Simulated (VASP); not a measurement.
**Mo: single point with PBEsol**

The system is Mo.

```
CELL_PARAMETERS angstrom
2.73551 0.00000 0.00000
-1.36776 2.36902 0.00000
0.00000 0.00000 2.55518
ATOMIC_POSITIONS crystal
Mo 0.00000 0.00000 0.50000
```

- Program: VASP 6.6.1
- Task: single point
- Functional: PBEsol
- Potentials or basis: VASP PAW PBE potentials, release 64 (Mo_sv)
- Cutoff: 520 eV
- k mesh: 14 × 14 × 13
- Occupations: fermi-dirac, width 0.05 eV
- Spin: no spin polarisation

```
Pressure               : -3.0 GPa
Band gap on the k mesh : zero (band 7 reaches 12.41 eV, above the bottom of band 8 at 10.52 eV)
```

Stress tensor (GPa, compression positive):
```
-1.12  0.00  0.00
 0.00 -1.12  0.00
 0.00  0.00 -6.64
```

Levels at points of the mesh, in eV from the Fermi level:
```csv
k point,band 4,band 5,band 6,band 7,band 8,band 9,band 10,band 11
"(0.00, 0.00, 0.00)",-34.12,-6.76,-4.24,-0.85,-0.85,4.19,4.19,13.05
"(0.50, 0.00, 0.00)",-33.96,-4.88,-3.05,1.04,1.10,3.51,4.49,10.21
```

It took 20 s on 1 thread of Intel(R) Xeon(R) Platinum 8375C CPU @ 2.90GHz (Ice Lake), on a shared host, peak memory 0.15 GiB.

Caveat: the PAW data sets were made with another functional, which shifts forces and pressure a little.
